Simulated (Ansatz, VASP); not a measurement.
## CuO: VASP beside Ansatz

```
Cu O
1.0
     2.87950    0.00000    0.00000
     0.03907    2.87928    0.00000
     0.01750    0.01724    5.17634
Cu O
2 2
Direct
  0.50000 0.00000 0.50000
  0.00000 0.50000 0.00000
  0.00158 0.99833 0.25011
  0.99842 0.00167 0.74989
```

Alike in both runs: task single point; functional PBEsol; k mesh 14 × 14 × 8; occupations gaussian, width 0.2 eV; no spin polarisation.

|  | VASP | Ansatz |
| --- | --- | --- |
| version | VASP 6.6.1 | Ansatz 0.2.0 |
| potentials or method | VASP PAW PBE potentials, release 64 (Cu, O), cutoff 520 eV | scalar-relativistic, plane waves, PAW |
| valence electrons in the cell | 34 | 50 |

VASP gave:

| Property | Result |
| --- | --- |
| gap on the k mesh at the Fermi level (eV) | none |
| pressure (GPa) | -1.5 |
| traceless stress, the component that is largest in VASP (GPa) | -2.19 |
| rms of the force components (eV/Å) | 0.004 |

**Question.** Estimate Ansatz's values.

**Answer.** gap on the k mesh at the Fermi level (eV): none; pressure (GPa): -2.0; traceless stress, the component that is largest in VASP (GPa): -2.50; rms of the force components (eV/Å): 0.005.

VASP's potentials were made for PBE, not for PBEsol. Atom by atom the forces differ by 0.001 eV/Å (rms over components). A gap of «none» marks a metal or a gap that the smearing closes. With one functional, cell and mesh, what is left measures potentials, basis and numerics. VASP's potentials hold 34 valence electrons a cell and Ansatz's 50, so a difference there can come from the potentials and not from the codes.
